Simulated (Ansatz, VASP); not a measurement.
## Al: VASP beside Ansatz

The input INCAR:

```
PREC = Accurate
ENCUT = 520
EDIFF = 1E-6
ISMEAR = 0
SIGMA = 0.15
LREAL = F
LASPH = T
NELM = 60
ALGO = Fast
ISIF = 2
LWAVE = F
LCHARG = F
NBANDS = 8
```

File KPOINTS:

```
regular mesh
0
Gamma
  22 22 22
```

POSCAR

```
Al
1.0
    0.0000000000      2.0517091992      1.9696408312
    2.0517091992      0.0000000000      1.9696408312
    2.0517091992      2.0517091992      0.0000000000
Al
1
Direct
    0.0000000000      0.0000000000      0.0000000000
```

Input for Ansatz:

```yaml
crystal:
  lattice:
    - [0.0, 2.0517091992, 1.9696408312]
    - [2.0517091992, 0.0, 1.9696408312]
    - [2.0517091992, 2.0517091992, 0.0]
  atoms:
    - { symbol: Al, position: [0.0, 0.0, 0.0] }
basis:
  ecutwfc: 420
kpoints:
  mp_grid: { grid: [22, 22, 22] }
hamiltonian:
  xc: lda
scf:
  occupations: { method: gaussian, width: 0.15 }
output:
  forces: true
  stress: true
  eigenvalues: true
```

Alike in both runs: task single point; functional LDA; k mesh 22 × 22 × 22; occupations gaussian, width 0.15 eV; no spin polarisation.

|  | VASP | Ansatz |
| --- | --- | --- |
| version | VASP 6.6.1 | Ansatz 0.2.0 |
| potentials or method | VASP PAW LDA potentials, release 64 (Al), cutoff 520 eV | scalar-relativistic, plane waves, PAW |
| valence electrons in the cell | 3 | 3 |

Ansatz gave:

- gap on the k mesh at the Fermi level (eV): none
- pressure (GPa): -3.5
- traceless stress, the component that is largest in VASP (GPa): 1.35

Problem. Estimate VASP's values.

Solution. gap on the k mesh at the Fermi level (eV): none; pressure (GPa): -3.5; traceless stress, the component that is largest in VASP (GPa): 1.37.

LDA's correlation is that of Perdew and Zunger in VASP and of Perdew and Wang (1992) in Ansatz. A gap of «none» marks a metal or a gap that the smearing closes.
